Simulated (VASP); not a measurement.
# TaN (P6_3/mmc) in VASP: notebook, part 2 of 2

VASP 6.6.1. The steps go on from the part before.

**5. Single point, PBE+U**

This run uses another cell than the first one, of 11.26 Å³/atom.

Contents of INCAR:

```
SYSTEM = TaN
ALGO = Normal ; EDIFF = 1E-6
ENCUT = 520 ; GGA = PE
ISIF = 2 ; ISMEAR = 0
LASPH = .True. ; LCHARG = .False.
LDAU = .True. ; LDAUJ = 0 0
LDAUL = 2 -1 ; LDAUPRINT = 1
LDAUTYPE = 2 ; LDAUU = 8 0
LMAXMIX = 4 ; LREAL = .False.
LWAVE = .False. ; NBANDS = 24
NELM = 150 ; PREC = Accurate
SIGMA = 0.1
```

Contents of KPOINTS:

```
k-points
0
Gamma
  24 24 10
  0 0 0
```

Contents of POSCAR:

```
TaN
1.0
    2.9361526762      0.0000000000      0.0000000000
   -1.4680763381      2.5427828070      0.0000000000
    0.0000000000      0.0000000000      6.0331424205
Ta N
2 2
Direct
    0.0000000000      0.0000000000      0.0000000000
    0.0000000000      0.0000000000      0.5000000000
    0.3333333160      0.6666666840      0.2500000000
    0.6666666840      0.3333333160      0.7500000000
```

Potentials or basis: VASP PAW PBE potentials, release 64 (Ta_pv, N).

Run with:

```console
> cat potpaw_PBE.64/Ta_pv/POTCAR potpaw_PBE.64/N/POTCAR > POTCAR
> mpirun -np 1 vasp_std > vasp.out
```

OUTCAR:

```text
SYSTEM = TaN
   EDIFF = 1E-6
   ENCUT = 520
   GGA = PE
   ISIF = 2
   ISMEAR = 0
   LASPH = .True.
   LREAL = .False.
   NELM = 150
   PREC = Accurate

 ion  position               nearest neighbor table
   1  0.000  0.000  0.000-   3 2.27   4 2.27   4 2.27   3 2.27   4 2.27   3 2.27   2 3.02   2 3.02

   2  0.000  0.000  0.500-   3 2.27   4 2.27   4 2.27   3 2.27   4 2.27   3 2.27   1 3.02   1 3.02

   3  0.333  0.667  0.250-   1 2.27   2 2.27   1 2.27   2 2.27   1 2.27   2 2.27
   4  0.667  0.333  0.750-   1 2.27   2 2.27   1 2.27   2 2.27   1 2.27   2 2.27

  LATTYP: Found a hexagonal cell.
 ALAT       =     2.9361526762
 C/A-ratio  =     2.0547781692

  Lattice vectors:

 A1 = (   2.9361526762,   0.0000000000,   0.0000000000)
 A2 = (  -1.4680763381,   2.5427828070,   0.0000000000)
 A3 = (   0.0000000000,   0.0000000000,   6.0331424205)

Analysis of symmetry for initial positions (statically):
=====================================================================
 Subroutine PRICEL returns:
 Original cell was already a primitive cell.

 Routine SETGRP: Setting up the symmetry group for a
[... 244 lines left out ...]

 E-fermi :   8.8710     XC(G=0): -13.1408

 val. band max:        8.8678733949   @ k =   0.1250   0.0833   0.5000
 cond. band min:       8.8762360118   @ k =   0.1250   0.0000   0.3000
 fundamental gap:      0.0083626170
 Fermi energy:         8.8710311777

 k-point     1 :       0.0000    0.0000    0.0000
  band No.  band energies     occupation
      1     -28.5093      2.00000
      2     -27.9334      2.00000
      3     -27.6409      2.00000
      4     -27.6409      2.00000
      5     -27.5955      2.00000
      6     -27.5955      2.00000
[... 637 lines left out ...]
     23      14.5569      0.00000
     24      15.7552      0.00000

 [... further k-points ...]

------------------------ aborting loop because EDIFF is reached ----------------------------------------

  FORCE on cell =-STRESS in cart. coord.  units (eV):
  Direction    XX          YY          ZZ          XY          YZ          ZX
  --------------------------------------------------------------------------------------
  -------------------------------------------------------------------------------------
  Total        4.4415509      4.4415509      3.5822241      0.0000000      0.0000000     -0.0000000
  in kB      157.9842338    157.9842339    127.4183141      0.0000000      0.0000000     -0.0000000
  external PRESSURE =     147.7955939 kB  Pullay stress =       0.0000000 kB

 VOLUME and BASIS-vectors are now :
 -----------------------------------------------------------------------------
  energy-cutoff  :      520.00
  volume of cell :       45.04
      direct lattice vectors                 reciprocal lattice vectors
     2.936152676  0.000000000  0.000000000     0.340581744  0.196634962  0.000000000
    -1.468076338  2.542782807  0.000000000     0.000000000  0.393269924  0.000000000
     0.000000000  0.000000000  6.033142420     0.000000000  0.000000000  0.165751101

 POSITION                                       TOTAL-FORCE (eV/Angst)
 -----------------------------------------------------------------------------------
      0.00000      0.00000      0.00000        -0.000000      0.000000     -0.000000
      0.00000      0.00000      3.01657        -0.000000      0.000000     -0.000000
     -0.00000      1.69519      1.50829        -0.000000     -0.000000      0.000000
      1.46808      0.84759      4.52486         0.000000      0.000000      0.000000
 -----------------------------------------------------------------------------------
    total drift:                                0.000000      0.000000      0.000000

  FREE ENERGIE OF THE ION-ELECTRON SYSTEM (eV)
  ---------------------------------------------------
  free  energy   TOTEN  =       -29.8873456993 eV

  energy  without entropy=      -29.8821277008  energy(sigma->0) =      -29.88473670
```

It took 2.9 min on 1 thread of Intel Xeon 6975P-C (Granite Rapids), shared host; peak memory 0.44 GiB.

What came out:

```yaml
Free_energy: -29.8873 eV
Pressure: 14.8 GPa
Band_gap_on_the_k_mesh: zero (bands 16 and 17 overlap by 1.14 eV)
```

Eigenvalues of the final occupation matrices:
| site | spin | trace | eigenvalues |
| --- | --- | --- | --- |
| site 1 d | 1 | 1.08 | 0.17 0.17 0.24 0.25 0.25 |
| site 1 d | 2 | 1.08 | 0.17 0.17 0.24 0.25 0.25 |
| site 2 d | 1 | 1.08 | 0.17 0.17 0.24 0.25 0.25 |
| site 2 d | 2 | 1.08 | 0.17 0.17 0.24 0.25 0.25 |

Caveat: the cell stands under pressure; spin-orbit coupling is left out, which moves the levels of the heavy elements; U without spin polarisation on a metal has little footing.

**6. Summary**

| level | potentials or basis | U | cell | k mesh | cutoff (eV) | gap on the mesh (eV) | pressure (GPa) |
| --- | --- | --- | --- | --- | --- | --- | --- |
| PBE | VASP PAW PBE potentials, release 64 (Ta_sv_GW, N) | - | a = 3.018, b = 3.018, c = 6.078 Å, angles 90.0, 90.0, 120.0°, 4 atoms | 18 × 18 × 8 | 700 | none | -25.4 |
| PBE | VASP PAW PBE potentials, release 64 (Ta_sv_GW, N) | - | a = 2.948, b = 2.948, c = 5.965 Å, angles 90.0, 90.0, 120.0°, 4 atoms | 18 × 18 × 8 | 700 | none | -9.2 |
| PBE+U | VASP PAW PBE potentials, release 64 (Ta_pv, N) | Ta d U = 8.0 eV | a = 2.903, b = 2.903, c = 6.033 Å, angles 90.0, 90.0, 120.0°, 4 atoms | 24 × 24 × 10 | 520 | none | 22.9 |
| PBE+U | VASP PAW PBE potentials, release 64 (Ta_pv, N) | Ta d U = 8.0 eV | a = 2.936, b = 2.936, c = 6.033 Å, angles 90.0, 90.0, 120.0°, 4 atoms | 24 × 24 × 10 | 520 | none | 14.8 |

Alike in all rows: task single point; no spin polarisation; smearing gaussian 0.1 eV.

Caveats: spin-orbit coupling is left out, which moves the levels of the heavy elements; the cell stands under tension (at least some runs); U without spin polarisation on a metal has little footing (at least some runs); the stress differs along the axes, from 16 to 26 GPa (at least some runs); the cell stands under pressure (at least some runs).

Absolute energies hang on the potentials; compare differences alone.
